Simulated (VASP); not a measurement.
A run of VASP 6.6.1:

File INCAR:

```
SYSTEM = YbSi2
  ALGO = Normal
  EDIFF = 1E-6
  ENCUT = 520
  GGA = PS
  ISIF = 2
  ISMEAR = 1
  IVDW = 12
  LASPH = .True.
  LCHARG = .False.
  LREAL = .False.
  LWAVE = .False.
  NBANDS = 23
  NELM = 100
  PREC = Accurate
  SIGMA = 0.15
```

KPOINTS

```
k-points
0
Gamma
  4 4 3
  0 0 0
```

Contents of POSCAR:

```
YbSi2
1.0
    3.9575201960      0.0000000000      0.0000000000
   -1.9787600980      3.4273130257      0.0000000000
    0.0000000000      0.0000000000      3.7706881734
Yb Si
1 2
Direct
    0.0000000000      0.0000000000      0.0000000000
    0.6666666667      0.3333333333      0.5000000000
    0.3333333333      0.6666666667      0.5000000000
```

Potentials or basis: VASP PAW PBE potentials, release 64 (Yb, Si).

Launch:

```bash
$ cat potpaw_PBE.64/Yb/POTCAR potpaw_PBE.64/Si/POTCAR > POTCAR
$ mpirun -np 1 vasp_std > vasp.out
```

Hardware: 1 thread of AMD EPYC 7R43 64-Core Processor (Zen 3) (shared host).

Q: How long does it take, and how much memory?

A: It took 33 s on 1 thread of AMD EPYC 7R43 64-Core Processor (Zen 3), on a shared host, peak memory 0.15 GiB. Counts: scf iterations 31, k points 8.
